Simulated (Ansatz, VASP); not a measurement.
**One calculation of Li2Se, two programs**

Contents of POSCAR:

```
Li2Se
1.0
    0.0000000000      3.0533914785      3.0533914785
    3.0533914785      0.0000000000      3.0533914785
    3.0533914785      3.0533914785      0.0000000000
Se Li
1 2
Direct
    0.0000000000      0.0000000000      0.0000000000
    0.2500000000      0.2500000000      0.2500000000
    0.7500000000      0.7500000000      0.7500000000
```

File INCAR.step1:

```
SYSTEM = Li2Se
PREC     = Accurate       ! precision mode
ENCUT    = 830            ! plane-wave cutoff, eV
ISMEAR   = 0              ! smearing method
SIGMA    = 0.01           ! smearing width, eV
LREAL    = .FALSE.        ! projectors in reciprocal space
LASPH    = .TRUE.         ! aspherical terms in the spheres
NELM     = 120            ! most SCF steps
NBANDS   = 13             ! bands
GGA      = PE             ! functional
ALGO     = Normal         ! electronic algorithm
EDIFF    = 1E-5           ! SCF threshold, eV
LWAVE    = .TRUE.         ! write WAVECAR
LCHARG   = .FALSE.        ! write CHGCAR
GGA_COMPAT= .FALSE.
```

The input INCAR.step2:

```
SYSTEM = Li2Se
PREC     = Accurate       ! precision mode
ENCUT    = 830            ! plane-wave cutoff, eV
EDIFF    = 1E-6           ! SCF threshold, eV
ISMEAR   = 0              ! smearing method
SIGMA    = 0.01           ! smearing width, eV
LREAL    = .FALSE.        ! projectors in reciprocal space
LASPH    = .TRUE.         ! aspherical terms in the spheres
NELM     = 120            ! most SCF steps
ALGO     = Normal         ! electronic algorithm
ISIF     = 2              ! what is computed and relaxed
LWAVE    = .FALSE.        ! write WAVECAR
LCHARG   = .TRUE.         ! write CHGCAR
METAGGA  = R2SCAN         ! meta-GGA
LMIXTAU  = .TRUE.       
LELF     = .TRUE.         ! ELF
LVHAR    = .TRUE.       
NBANDS   = 13             ! bands
ISTART   = 1            
GGA_COMPAT= .FALSE.
```

Contents of KPOINTS:

```
Automatic mesh
0
G
  8 8 8
  0 0 0
```

Input for Ansatz:

```yaml
crystal:
  lattice:
    - [0.0, 3.0533914785, 3.0533914785]
    - [3.0533914785, 0.0, 3.0533914785]
    - [3.0533914785, 3.0533914785, 0.0]
  atoms:
    - { symbol: Se, position: [0.0, 0.0, 0.0] }
    - { symbol: Li, position: [0.25, 0.25, 0.25] }
    - { symbol: Li, position: [0.75, 0.75, 0.75] }
kpoints:
  mp_grid: { grid: [8, 8, 8] }
  band_path:
    path:
      - [0.0, 0.0, 0.0]
      - [0.5, 0.0, 0.5]
      - [0.625, 0.25, 0.625]
      - [0.375, 0.375, 0.75]
      - [0.5, 0.5, 0.5]
      - [0.5, 0.25, 0.75]
      - [0.0, 0.5, 0.5]
    npoints: 1
hamiltonian:
  xc: r2scan
scf:
  occupations: { method: fixed }
  n_extra_bands: 4
output:
  forces: true
  stress: true
  eigenvalues: true
  write_density: true
  write_potential: true
  elf: true
  volumetric_format: npy
```

Change from the starting cell: hydrostatic strain +2.0%.

Alike in both runs: task single point; functional r2SCAN; k mesh 8 × 8 × 8; no spin polarisation.

|  | VASP | Ansatz |
| --- | --- | --- |
| version | VASP 6.6.1 | Ansatz 0.2.0 |
| potentials or method | VASP PAW PBE potentials, release 64 (Se, Li_sv) | plane waves, PAW |
| plane-wave cutoff (eV) | 830 | 500 |
| occupations | gaussian, width 0.01 eV | fixed |
| valence electrons in the cell | 12 | 22 |

```tsv
	VASP	Ansatz	Ansatz less VASP
gap on the k mesh at the Fermi level (eV)	3.49	3.52	+0.022
pressure (GPa)	-2.1	-1.9	+0.18
```

VASP's potentials were made for PBE, not for r2SCAN. VASP's potentials hold 12 valence electrons a cell and Ansatz's 22, so a difference there can come from the potentials and not from the codes.
